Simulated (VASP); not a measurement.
A run of VASP 6.6.1 is set up as follows.

File INCAR:

```
SYSTEM = AlCo
ALGO = Fast
EDIFF = 1E-6
ENCUT = 520
GGA = PE
ISIF = 2
ISMEAR = 0
LASPH = .True.
LCHARG = .False.
LREAL = .False.
LWAVE = .False.
NBANDS = 27
NELM = 80
PREC = Accurate
SIGMA = 0.15
```

KPOINTS

```
k-points
0
Gamma
  21 21 7
  0 0 0
```

POSCAR

```
AlCo
1.0
    0.0000000000     -2.8519024102      0.0000000000
    0.0000000000      0.0000000000     -2.8519024102
    8.2557072306      0.0000000000      0.0000000000
Al Co
3 3
Direct
    1.0000000000      1.0000000000      0.2590673522
    1.0000000000      1.0000000000      0.6045135181
    1.0000000000      1.0000000000      0.9499596841
    0.5000000000      0.5000000000      0.0863442692
    0.5000000000      0.5000000000      0.4317904352
    0.5000000000      0.5000000000      0.7772366011
```

Potentials or basis: VASP PAW PBE potentials, release 64 (Al, Co).

Run with:

```console
$ cat potpaw_PBE.64/Al/POTCAR potpaw_PBE.64/Co/POTCAR > POTCAR
$ mpirun -np 1 vasp_std > vasp.out
```

What does it give for the band gap on the k mesh?

Zero (bands 18 and 19 overlap by 0.87 eV).

Estimate the pressure.

9.0 GPa.

Predict the largest force.

2.412 eV/Å.

Stress tensor (GPa, compression positive):
```
14.43  0.00  0.00
 0.00  6.28  0.00
 0.00  0.00  6.28
```

Caveat: the cell differs from its parent crystal (the distance across one plane changed); the stress differs along the axes, from 6 to 14 GPa; the run has no spin polarisation, though such a crystal can be magnetic; forces of over 1 eV/Å act on the atoms, so gaps and moduli don't describe the material at rest. Spin polarisation is off, so any magnetic state and its effect on volume and gap are missing.
